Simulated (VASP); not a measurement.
A run of VASP 6.6.1 is set up as follows.

The input INCAR:

```
SYSTEM = Ir
PREC = Accurate
ENCUT = 560
EDIFF = 1E-6
ISMEAR = 0
SIGMA = 0.15
LREAL = .False.
LASPH = .True.
NELM = 120
ALGO = Normal
ISIF = 2
LWAVE = .False.
LCHARG = .True.
LELF = .True.
LVHAR = .True.
NBANDS = 14
GGA_COMPAT = .False.
```

The input KPOINTS:

```
Automatic mesh
0
Gamma
  20 20 20
  0 0 0
```

The input POSCAR:

```
Ir
1.0
   -0.1571959996      1.9054060557      1.9054060557
    1.7482100561      0.0000000000      1.7482100561
    1.9054060557      1.9054060557     -0.1571959996
Ir
1
Direct
    0.0000000000      0.0000000000      0.0000000000
```

Potentials or basis: VASP PAW LDA potentials, release 64 (Ir_sv_GW).

Launch:

```sh
$ cat potpaw_LDA.64/Ir_sv_GW/POTCAR > POTCAR
$ mpirun -np 1 vasp_std > vasp.out
```

**Question.** What does it give for the band gap on the k mesh?

**Answer.** Zero (an odd number of electrons rules out a gap without spin polarisation).

**Question.** Estimate the pressure.

**Answer.** 14.7 GPa.

Stress tensor (GPa, compression positive):
```
22.57  0.00 48.02
 0.00 -1.17  0.00
48.02  0.00 22.57
```

Caveat: the cell differs from its parent crystal (engineering shear strain xz -0.1650, engineering shear strain yz +0.0000); the stress differs along the axes, from -1 to 23 GPa; spin-orbit coupling is left out, which moves the levels of the heavy elements.
